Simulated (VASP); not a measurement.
# Sn (P6_3/mmc) in VASP: notebook

Runs on Sn. Level: LDA. Tasks: single point.

All numbers are computed with VASP 6.6.1; they aren't measurements. Logs are shortened: lines on timing, memory, paths and dates and some standing lists are left out, and cuts for length are marked.

## 1. The cell of the first run

It takes space group P6_3/mmc (No. 194, hexagonal). The conventional cell has a = 3.384 Å, b = 3.384 Å, c = 11.189 Å, α = 90.00°, β = 90.00°, γ = 120.00°. Sn (site symmetry -3m) has 12 Sn at 3.38 to 3.41 Å within 4.4 Å. Within 4.4 Å of Sn (site symmetry -6m2) lie 12 Sn at 3.38 to 3.41 Å.

This isn't the form of Sn at room conditions, which is tetragonal (white tin).

## 2. Single point, LDA (27.75 Å³/atom)

The input, INCAR:

```
SYSTEM = Sn
ALGO = Normal
EDIFF = 1E-7
ENCUT = 520
ISIF = 2
ISMEAR = -1
LASPH = .TRUE.
LCHARG = .TRUE.
LELF = .TRUE.
LREAL = .FALSE.
LVHAR = .TRUE.
LWAVE = .FALSE.
NBANDS = 36
NELM = 100
PREC = Accurate
SIGMA = 0.1
```

The input, KPOINTS:

```
k-points
0
G
  12 12 4
  0 0 0
```

The input, POSCAR:

```
Sn
1.0
    3.3842234860      0.0000000000      0.0000000000
   -1.6921117430      2.9308235109      0.0000000000
    0.0000000000      0.0000000000     11.1893397121
Sn
4
Direct
    1.0000000000      0.0000000000      0.0000000000
    1.0000000000      0.0000000000      0.5000000000
    0.3333333333      0.6666666667      0.2500000000
    0.6666666667      0.3333333333      0.7500000000
```

Potentials or basis: VASP PAW LDA potentials, release 64 (Sn_d).

On the command line:

```console
> cat potpaw_LDA.64/Sn_d/POTCAR > POTCAR
> mpirun -np 1 vasp_std > vasp.out
```

OUTCAR:

```text
SYSTEM = Sn
   EDIFF = 1E-7
   ENCUT = 520
   ISIF = 2
   ISMEAR = -1
   LASPH = .TRUE.
   LREAL = .FALSE.
   NELM = 100
   PREC = Accurate

 ion  position               nearest neighbor table
   1  0.000  0.000  0.000-   3 3.41   4 3.41   3 3.41   4 3.41   4 3.41   3 3.41
   2  0.000  0.000  0.500-   3 3.41   4 3.41   3 3.41   4 3.41   4 3.41   3 3.41
   3  0.333  0.667  0.250-   1 3.41   2 3.41   1 3.41   2 3.41   1 3.41   2 3.41
   4  0.667  0.333  0.750-   1 3.41   2 3.41   1 3.41   2 3.41   1 3.41   2 3.41

  LATTYP: Found a hexagonal cell.
 ALAT       =     3.3842234860
 C/A-ratio  =     3.3063241120

  Lattice vectors:

 A1 = (   3.3842234860,   0.0000000000,   0.0000000000)
 A2 = (  -1.6921117430,   2.9308235109,   0.0000000000)
 A3 = (   0.0000000000,   0.0000000000,  11.1893397121)

Analysis of symmetry for initial positions (statically):
=====================================================================
 Subroutine PRICEL returns:
 Original cell was already a primitive cell.

 Routine SETGRP: Setting up the symmetry group for a
 hexagonal supercell.

 Subroutine GETGRP returns: Found 24 space group operations
 (whereof 12 operations were pure point group operations)
 out of a pool of 24 trial point group operations.

The static configuration has the point symmetry D_3d.
 The point group associated with its full space group is D_6h.

Analysis of symmetry for dynamics (positions and initial velocities):
=====================================================================
 Subroutine PRICEL returns:
 Original cell was already a primitive cell.

 Routine SETGRP: Setting up the symmetry group for a
 hexagonal supercell.

 Subroutine GETGRP returns: Found 24 space group operations
 (whereof 12 operations were pure point group operations)
 out of a pool of 24 trial point group operations.

The dynamic configuration has the point symmetry D_3d.
 The point group associated with its full space group is D_6h.

 Subroutine INISYM returns: Found 24 space group operations
 (whereof 12 operations are pure point group operations),
 and found     1 'primitive' translations

----------------------------------------------------------------------------------------

                                     Primitive cell

  volume of cell :     110.9822

  direct lattice vectors                    reciprocal lattice vectors
     3.384223486  0.000000000  0.000000000     0.295488760  0.170600515  0.000000000
    -1.692111743  2.930823511  0.000000000     0.000000000  0.341201030  0.000000000
     0.000000000  0.000000000 11.189339712     0.000000000  0.000000000  0.089370778

  length of vectors
     3.384223486  3.384223486 11.189339712     0.341201030  0.341201030  0.089370778

  position of ions in fractional coordinates (direct lattice)
     0.000000000  0.000000000  0.000000000
     0.000000000  0.000000000  0.500000000
     0.333333333  0.666666667  0.250000000
     0.666666667  0.333333333  0.750000000

  ion indices of the primitive-cell ions
   primitive index   ion index
                 1           1
                 2           2
                 3           3
                 4           4

----------------------------------------------------------------------------------------

 KPOINTS: k-points

Automatic generation of k-mesh.
 Grid dimensions read from file:
 generate k-points for:   12   12    4

 Generating k-lattice:

  Cartesian coordinates                     Fractional coordinates (reciprocal lattice)
     0.024624063  0.014216710  0.000000000     0.083333333  0.000000000  0.000000000
     0.000000000  0.028433419  0.000000000     0.000000000  0.083333333  0.000000000
     0.000000000  0.000000000  0.022342695     0.000000000  0.000000000  0.250000000

  Length of vectors
     0.028433419  0.028433419  0.022342695

  Shift w.r.t. Gamma in fractional coordinates (k-lattice)
     0.000000000  0.000000000  0.000000000

 Subroutine IBZKPT returns following result:
 ===========================================

 Found     57 irreducible k-points:

 Following reciprocal coordinates:
            Coordinates               Weight
  0.000000  0.000000  0.000000      1.000000
  0.083333  0.000000  0.000000      6.000000
  0.166667  0.000000  0.000000      6.000000
  0.250000  0.000000  0.000000      6.000000
  0.333333  0.000000  0.000000      6.000000
  0.416667  0.000000  0.000000      6.000000
[... 16 lines left out ...]
  0.250000  0.000000  0.250000     12.000000
  0.333333  0.000000  0.250000     12.000000
 [... further k-points ...]
   k-points           NKPTS =     57   k-points in BZ     NKDIM =     57   number of bands    NBANDS=     36
   number of dos      NEDOS =    301   number of ions     NIONS =      4
   total plane-waves  NPLWV =  65856
   dimension x,y,z NGX =    28 NGY =   28 NGZ =   84
   dimension x,y,z NGXF=    56 NGYF=   56 NGZF=  168
   ions per type =               4
   NGX,Y,Z   is equivalent  to a cutoff of  13.75, 13.75, 12.48 a.u.
   NGXF,Y,Z  is equivalent  to a cutoff of  27.51, 27.51, 24.96 a.u.
 SYSTEM =  Sn
   PREC   = accura    normal or accurate (medium, high low for compatibility)
   ISTART =      0    job   : 0-new  1-cont  2-samecut
   ICHARG =      2    charge: 1-file 2-atom 10-const
   ISPIN  =      1    spin polarized calculation?
   LNONCOLLINEAR =      F non collinear calculations
   LSORBIT =      F    spin-orbit coupling
   LASPH  =      T    aspherical Exc in radial PAW
   ENCUT  =  520.0 eV  38.22 Ry    6.18 a.u.   6.29  6.29 20.80*2*pi/ulx,y,z
   NELM   =    100;   NELMIN=  2; NELMDL= -5     # of ELM steps
   EDIFF  = 0.1E-06   stopping-criterion for ELM
   LREAL  =      F    real-space projection
   EDIFFG = 0.1E-05   stopping-criterion for IOM
   NSW    =      0    number of steps for IOM
   IBRION =     -1    ionic relax: 0-MD 1-quasi-New 2-CG
   NFREE  =      0    steps in history (QN), initial steepest desc. (CG)
   ISIF   =      2    stress and relaxation
   ISYM   =      2    0-nonsym 1-usesym 2-fastsym
   POTIM  = 0.5000    time-step for ionic-motion
   TEBEG  =    0.0;   TEEND  =   0.0 temperature during run
   PSTRESS=    0.0 pullay stress
   NELECT =      56.0000    total number of electrons
   NUPDOWN=      -1.0000    fix difference up-down
   EMIN   =  10.00;   EMAX   =-10.00  energy-range for DOS
   EFERMI =   0.00;   METHOD = LEGACY
   ISMEAR =    -1;   SIGMA  =   0.10  broadening in eV -4-tet -1-fermi 0-gaus
   EFERMI_NEDOS =   21; number of points for ismear=-14 and -15
   IALGO  =     38    algorithm
   IMIX   =      4    mixing-type and parameters
     AMIX     =   0.40;   BMIX     =  1.00
     AMIX_MAG =   1.60;   BMIX_MAG =  1.00
  volume/ion in A,a.u.               =      27.75       187.24
  Fermi-wavevector in a.u.,A,eV,Ry     =   1.303326  2.462929 23.111661  1.698659
  Thomas-Fermi vector in A             =   2.434336
   LORBIT       =      0    0 simple, 1 ext, 2 COOP (PROOUT), +10 PAW based schemes
   GGA     = CA    functional components
   LHFCALC =     F    Hartree Fock is set to
   AEXX    =    0.0000 exact exchange contribution
   IVDW    =     0    specifies the selected vdW correction
   LEPSILON=     F    determine dielectric tensor
   LRPA    =     F    only Hartree local field effects (RPA)
 non-spin polarized calculation
  energy-cutoff  :      520.00
  volume of cell :      110.98
 maximum number of plane-waves:      3017
 NGX is ok and might be reduce to    28
   NGX = 13   NGY = 13   NGZ = 41

 number of electron      56.0000011 magnetization

 Free energy of the ion-electron system (eV)
  ---------------------------------------------------
  ext. energy  EPLUGINS =         0.00000000
  ---------------------------------------------------
  free energy    TOTEN  =       -17.69582466 eV

  energy without entropy =      -17.61203174  energy(sigma->0) =      -17.65392820

 E-fermi :   7.5814     XC(G=0): -10.5059

 val. band max:        7.5772501338   @ k =   0.3333   0.1667   0.5000
 cond. band min:       7.6000010856   @ k =   0.4167   0.1667   0.0000
 fundamental gap:      0.0227509518
 Fermi energy:         7.5813647792

 k-point     1 :       0.0000    0.0000    0.0000
  band No.  band energies     occupation
      1     -13.8389      2.00000
      2     -13.8370      2.00000
      3     -13.8296      2.00000
      4     -13.8296      2.00000
      5     -13.8271      2.00000
      6     -13.8266      2.00000
[... 28 lines left out ...]
     35      15.0368      0.00000
     36      15.0368      0.00000

 k-point     2 :       0.0833    0.0000    0.0000
  band No.  band energies     occupation
      1     -13.8404      2.00000
      2     -13.8352      2.00000
      3     -13.8321      2.00000
      4     -13.8298      2.00000
      5     -13.8255      2.00000
      6     -13.8222      2.00000
[... 28 lines left out ...]
     35      14.7670      0.00000
     36      15.1540      0.00000

 k-point     3 :       0.1667    0.0000    0.0000
  band No.  band energies     occupation
      1     -13.8542      2.00000
      2     -13.8427      2.00000
      3     -13.8387      2.00000
      4     -13.8251      2.00000
      5     -13.8153      2.00000
      6     -13.8144      2.00000
[... 28 lines left out ...]
     35      14.2338      0.00000
     36      14.9105      0.00000

 k-point     4 :       0.2500    0.0000    0.0000
  band No.  band energies     occupation
      1     -13.8728      2.00000
      2     -13.8528      2.00000
      3     -13.8511      2.00000
      4     -13.8226      2.00000
      5     -13.8196      2.00000
      6     -13.8149      2.00000
[... 28 lines left out ...]
     35      13.0897      0.00000
     36      14.3056      0.00000

 k-point     5 :       0.3333    0.0000    0.0000
  band No.  band energies     occupation
      1     -13.8903      2.00000
      2     -13.8639      2.00000
      3     -13.8620      2.00000
      4     -13.8344      2.00000
      5     -13.8277      2.00000
      6     -13.8218      2.00000
[... 655 lines left out ...]
 k-point    22 :       0.1667    0.0000    0.2500
  band No.  band energies     occupation
      1     -13.8537      2.00000
      2     -13.8472      2.00000
      3     -13.8342      2.00000
      4     -13.8222      2.00000
      5     -13.8199      2.00000
      6     -13.8110      2.00000
[... 28 lines left out ...]
     35      13.8611      0.00000
     36      14.6892      0.00000

 k-point    23 :       0.2500    0.0000    0.2500
  band No.  band energies     occupation
      1     -13.8716      2.00000
      2     -13.8610      2.00000
      3     -13.8420      2.00000
      4     -13.8243      2.00000
      5     -13.8157      2.00000
      6     -13.8132      2.00000
[... 28 lines left out ...]
     35      13.1623      0.00000
     36      14.0528      0.00000

 k-point    24 :       0.3333    0.0000    0.2500
  band No.  band energies     occupation
      1     -13.8884      2.00000
      2     -13.8740      2.00000
      3     -13.8506      2.00000
      4     -13.8320      2.00000
      5     -13.8285      2.00000
      6     -13.8201      2.00000
[... 28 lines left out ...]
     35      12.2296      0.00000
     36      13.4611      0.00000

 [... further k-points ...]
[... 5 lines left out ...]
  --------------------------------------------------------------------------------------
  -------------------------------------------------------------------------------------
  Total       -2.4759759     -2.4759759     -2.5575933      0.0000000     -0.0000000      0.0000000
  in kB      -35.7440564    -35.7440564    -36.9223133      0.0000000     -0.0000000      0.0000000
  external PRESSURE =     -36.1368087 kB  Pullay stress =       0.0000000 kB

 VOLUME and BASIS-vectors are now :
 -----------------------------------------------------------------------------
  energy-cutoff  :      520.00
  volume of cell :      110.98
      direct lattice vectors                 reciprocal lattice vectors
     3.384223486  0.000000000  0.000000000     0.295488760  0.170600515  0.000000000
    -1.692111743  2.930823511  0.000000000     0.000000000  0.341201030  0.000000000
     0.000000000  0.000000000 11.189339712     0.000000000  0.000000000  0.089370778

 POSITION                                       TOTAL-FORCE (eV/Angst)
 -----------------------------------------------------------------------------------
      0.00000      0.00000      0.00000        -0.000000      0.000000      0.000000
      0.00000      0.00000      5.59467        -0.000000      0.000000      0.000000
     -0.00000      1.95388      2.79733         0.000000     -0.000000      0.000000
      1.69211      0.97694      8.39200        -0.000000      0.000000     -0.000000
 -----------------------------------------------------------------------------------
    total drift:                                0.000000     -0.000000      0.000000

  FREE ENERGIE OF THE ION-ELECTRON SYSTEM (eV)
  ---------------------------------------------------
  free  energy   TOTEN  =       -17.6958246558 eV

  energy  without entropy=      -17.6120317423  energy(sigma->0) =      -17.65392820
```

Run time: 4.2 min. Hardware: 1 thread of Intel Xeon Platinum 8488C (Sapphire Rapids), shared host; peak memory 0.3 GiB.

Results:

```
Free energy            : -17.6958 eV
Pressure               : -3.6 GPa
Band gap on the k mesh : zero (bands 28 and 29 overlap by 8.15 eV)
```

Caveat: the cell stands under tension; spin-orbit coupling is left out, which moves the levels of the heavy elements.

## 3. Single point, LDA (28.77 Å³/atom)

This run uses another cell than the first one, of 28.77 Å³/atom.

The input, INCAR:

```
SYSTEM = Sn
PREC     = Accurate       ! precision mode
ENCUT    = 520            ! plane-wave cutoff, eV
EDIFF    = 1E-6           ! SCF threshold, eV
ISMEAR   = -1             ! smearing method
SIGMA    = 0.1            ! smearing width, eV
LREAL    = .FALSE.        ! projectors in reciprocal space
LASPH    = .TRUE.         ! aspherical terms in the spheres
NELM     = 100            ! most SCF steps
ALGO     = Normal         ! electronic algorithm
ISIF     = 2              ! what is computed and relaxed
LWAVE    = .FALSE.        ! write WAVECAR
LCHARG   = .FALSE.        ! write CHGCAR
GGA      = CA             ! functional
NBANDS   = 36             ! bands
```

The input, KPOINTS:

```
regular mesh
0
G
  12 12 4
  0 0 0
```

The input, POSCAR:

```
Sn
1.0
    3.4254985720      0.0000000000      0.0000000000
   -1.7127492860      2.9665687839      0.0000000000
    0.0000000000      0.0000000000     11.3258085241
Sn
4
Direct
    1.0000000000      0.0000000000      0.0000000000
    1.0000000000      0.0000000000      0.5000000000
    0.3333333333      0.6666666667      0.2500000000
    0.6666666667      0.3333333333      0.7500000000
```

Potentials or basis: VASP PAW LDA potentials, release 64 (Sn_d).

On the command line:

```console
> cat potpaw_LDA.64/Sn_d/POTCAR > POTCAR
> mpirun -np 1 vasp_std > vasp.out
```

Wall time 3.8 min (1 thread of Intel Xeon Platinum 8488C (Sapphire Rapids), shared host); peak memory 0.3 GiB.

Results (log left out):

- Free energy: -17.5869 eV
- Pressure: -4.9 GPa
- Band gap on the k mesh: zero (bands 28 and 29 overlap by 7.83 eV)

Stress tensor (GPa, compression positive):
```
-4.87  0.00  0.00
 0.00 -4.87  0.00
 0.00  0.00 -4.96
```

Levels at points of the mesh, in eV from the Fermi level:
```csv
k point,band 24,band 25,band 26,band 27,band 28,band 29,band 30,band 31,band 32,band 33
"(0.00, 0.00, 0.00)",-6.86,-4.30,0.76,0.76,5.50,5.50,6.20,6.20,6.29,6.29
"(0.50, 0.00, 0.00)",-5.36,-4.08,-3.81,-2.10,-1.70,-0.24,0.56,2.08,3.31,3.32
"(0.00, 0.00, 0.50)",-8.09,-2.46,-2.46,4.44,4.44,5.71,5.71,5.71,5.71,6.86
"(0.50, 0.00, 0.50)",-5.76,-3.36,-3.36,-2.80,-2.80,1.25,1.25,2.40,2.40,2.66
```

Caveat: the cell stands under tension; spin-orbit coupling is left out, which moves the levels of the heavy elements.

[end of part 1 of 2]

The gap in the log of VASP goes by the Fermi energy; the results here count the filled bands.